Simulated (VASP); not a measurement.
A run of VASP 6.6.1 is set up as follows.

INCAR

```
SYSTEM = P
PREC = Accurate ; ENCUT = 520
EDIFF = 1E-7 ; ISMEAR = -1
SIGMA = 0.1 ; LREAL = .False.
LASPH = .True. ; NELM = 80
ALGO = Normal ; ISIF = 2
LWAVE = .False. ; LCHARG = .False.
GGA = PE ; NBANDS = 8
```

File KPOINTS:

```
regular mesh
0
Gamma
  17 17 17
  0 0 0
```

File POSCAR:

```
P
1.0
    2.4434123645      0.0000000000      0.0000000000
    0.0000000000      2.4434123645      0.0000000000
    0.0000000000      0.0000000000      2.4434123645
P
1
Direct
    0.0000000000      0.0000000000      0.0000000000
```

Potentials or basis: VASP PAW PBE potentials, release 64 (P).

Command:

```bash
$ cat potpaw_PBE.64/P/POTCAR > POTCAR
$ mpirun -np 1 vasp_std > vasp.out
```

Question: Estimate the pressure.

Answer: -0.3 GPa.
